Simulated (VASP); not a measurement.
Write the native input for VASP 6.6.1 that does the following.

```yaml
Task: single point
Functional: PBEsol
Potentials_or_basis: VASP PAW PBE potentials, release 64 (Co)
Cutoff: 520 eV
k_mesh: 24 × 24 × 6
Occupations: gaussian, width 0.15 eV
Spin: collinear spin, ferromagnetic start
Starting_moments: "[1.81, 1.83, 1.81, 1.83] μB"
Dipole_correction: no
Further_INCAR_settings: ALGO = Fast; EDIFF = 1e-06; NBANDS = 30
```

The structure of Co lies in POSCAR:

```
Co
1.0
    2.4552110702      0.0000000000      0.0000000000
   -1.2276055351      2.1262751584      0.0000000000
    0.0000000000      0.0000000000      7.9648408746
Co
4
Direct
    0.0000000000      0.0000000000      0.0131829376
    0.3333333333      0.6666666667      0.2368170624
    0.0000000000      0.0000000000      0.5131829376
    0.6666666667      0.3333333333      0.7368170624
```

This cell differs from its parent crystal: atoms displaced along a vibrational mode.

The input as run:

INCAR

```
SYSTEM = Co
PREC = Accurate
ENCUT = 520
EDIFF = 1E-6
ISMEAR = 0
SIGMA = 0.15
LREAL = .False.
LASPH = .True.
NELM = 150
ALGO = Fast
ISIF = 2
LWAVE = .False.
LCHARG = .False.
ISPIN = 2
MAGMOM = 1.81 1.83 1.81 1.83
LORBIT = 11
LMAXMIX = 4
GGA = PS
NBANDS = 30
```

KPOINTS

```
regular mesh
0
Gamma
  24 24 6
  0 0 0
```

Potentials or basis: VASP PAW PBE potentials, release 64 (Co).

Command:

```sh
$ cat potpaw_PBE.64/Co/POTCAR > POTCAR
$ mpirun -np 1 vasp_std > vasp.out
```

It gave:

The pressure is 6.2 GPa. The largest force is 2.107 eV/Å, the net moment is 6.37 μB per cell and the site moments are Co +1.59, +1.60 (each value once) μB. The valence electrons inside the program's atomic spheres are Co 8.41.

Caveat: the cell differs from its parent crystal (atoms displaced along a vibrational mode); the cell stands under pressure; the PAW data sets were made with another functional, which shifts forces and pressure a little.

Wall time 16 min on 1 thread of Oxide Virtual Turin-like Processor, on a shared host, peak memory 0.43 GiB.
